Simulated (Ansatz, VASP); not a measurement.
SiF5: VASP beside Ansatz

The input INCAR:

```
SYSTEM = SiF5
PREC = Accurate ; ENCUT = 600
EDIFF = 1E-6 ; ISMEAR = 0
SIGMA = 0.2 ; LREAL = .False.
LASPH = .True. ; NELM = 80
ALGO = Normal ; ISIF = 3
LWAVE = .False. ; LCHARG = .False.
GGA = PE ; IBRION = 2
NSW = 36 ; EDIFFG = -0.08
```

The input KPOINTS:

```
regular mesh
0
Gamma
  5 5 5
  0 0 0
```

The input POSCAR:

```
SiF5
1.0
   -3.2000000000      3.2000000000      1.7000000000
    3.2000000000     -3.2000000000      1.7000000000
    3.2000000000      3.2000000000     -1.7000000000
Si F
1 5
Direct
    0.0000000000      0.0000000000      0.0000000000
    0.9200000000      0.2450000000      0.1650000000
    0.7550000000      0.9200000000      0.6750000000
    0.0800000000      0.7550000000      0.8350000000
    0.2450000000      0.0800000000      0.3250000000
    0.5000000000      0.5000000000      0.0000000000
```

Input for Ansatz:

```yaml
crystal:
  lattice:
    - [-3.2, 3.2, 1.7]
    - [3.2, -3.2, 1.7]
    - [3.2, 3.2, -1.7]
  atoms:
    - { symbol: Si, position: [0.0, 0.0, 0.0] }
    - { symbol: F, position: [0.92, 0.245, 0.165] }
    - { symbol: F, position: [0.755, 0.92, 0.675] }
    - { symbol: F, position: [0.08, 0.755, 0.835] }
    - { symbol: F, position: [0.245, 0.08, 0.325] }
    - { symbol: F, position: [0.5, 0.5, 0.0] }
basis:
  ecutwfc: 420
kpoints:
  mp_grid: { grid: [5, 5, 5] }
hamiltonian:
  xc: pbe
scf:
  occupations: { method: gaussian, width: 0.2 }
  lower_state_search: "off"
output:
  forces: true
  stress: true
  eigenvalues: true
relax:
  adjacent_minimum: "off"
  f_tol: 0.08
  max_steps: 16
  cell: { stress_tol: 0.8 }
```

Alike in both runs: task relaxation of cell and atoms; functional PBE; k mesh 5 × 5 × 5; occupations gaussian, width 0.2 eV; no spin polarisation.

|  | VASP | Ansatz |
| --- | --- | --- |
| version | VASP 6.6.1 | Ansatz 0.2.0 |
| potentials or method | VASP PAW PBE potentials, release 64 (Si, F), cutoff 600 eV | scalar-relativistic, plane waves, PAW |
| valence electrons in the cell | 39 | 39 |

```tsv
	VASP	Ansatz	Ansatz less VASP
gap on the k mesh at the Fermi level, each at its own relaxed structure (eV)	none	none	-
relaxed volume (Å³/atom)	14.84	14.86	+0.016
relaxed length of the cell vector where the two differ most in proportion (Å)	5.273	5.274	+0.0008
```

A gap of «none» marks a metal or a gap that the smearing closes.

The k mesh is coarse, so the values compare programs but aren't converged. Noted on VASP's run: the volume moved by over 15 % at a fixed basis, so the end points are rough.
